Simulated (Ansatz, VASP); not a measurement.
# Ti: VASP beside Ansatz

```
Ti
1.0
     2.95000    0.00000    0.00000
    -1.47500    2.55477    0.00000
     0.00000    0.00000    4.68600
Ti
2
Direct
  0.33333 0.66667 0.25000
  0.66667 0.33333 0.75000
```

Alike in both runs: task electric field gradients; functional PBEsol; k mesh 18 × 18 × 10; occupations fermi-dirac, width 0.05 eV; no spin polarisation.

|  | VASP | Ansatz |
| --- | --- | --- |
| version | VASP 6.6.1 | Ansatz 0.2.0 |
| potentials or method | VASP PAW PBE potentials, release 64 (Ti_sv) | plane-wave PAW, scalar-relativistic |
| plane-wave cutoff (eV) | 400 | 420 |
| valence electrons in the cell | 24 | 24 |

VASP gave:

```
pressure (GPa)                                                : -6.8
traceless stress, the component that is largest in VASP (GPa) : -0.38
size of Vzz on the site where it differs most (V/Å²)          : 16.9
```

Q: Estimate Ansatz's values.

A: Pressure (GPa): -5.9; traceless stress, the component that is largest in VASP (GPa): -0.39; size of Vzz on the site where it differs most (V/Å²): 18.7.

VASP's potentials were made for PBE, not for PBEsol.
